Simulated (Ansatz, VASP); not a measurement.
## One calculation of Cu, two programs

```
Cu
1.0
     1.21480   -3.95985    0.00000
     1.21480    3.95985    0.00000
     0.00000    0.00000    2.74532
Cu
2
Direct
  0.13385 0.86615 0.25000
  0.86615 0.13385 0.75000
```

Change from the starting cell: strain +0.1125 x Voigt [0, 0, 1, 0, 0, 0], atoms carried along.

Alike in both runs: task single point; functional PBEsol; k mesh 26 × 26 × 24; occupations gaussian, width 0.15 eV; no spin polarisation.

```csv
,VASP,Ansatz
version,VASP 6.6.1,Ansatz 0.2.0
potentials or method,"VASP PAW PBE potentials, release 64 (Cu), cutoff 520 eV","scalar-relativistic, plane waves, PAW"
valence electrons in the cell,22,38
```

|  | VASP | Ansatz | Ansatz less VASP |
| --- | --- | --- | --- |
| gap on the k mesh at the Fermi level (eV) | none | none | - |
| pressure (GPa) | -10.8 | -11.4 | -0.54 |
| traceless stress, the component that is largest in VASP (GPa) | 7.36 | 7.42 | +0.059 |
| rms of the force components (eV/Å) | 0.053 | 0.056 | +0.0029 |

VASP's potentials were made for PBE, not for PBEsol. Atom by atom the forces differ by 0.003 eV/Å (rms over components). A gap of «none» marks a metal or a gap that the smearing closes. With one functional, cell and mesh, what is left measures potentials, basis and numerics. VASP's potentials hold 22 valence electrons a cell and Ansatz's 38, so a difference there can come from the potentials and not from the codes.
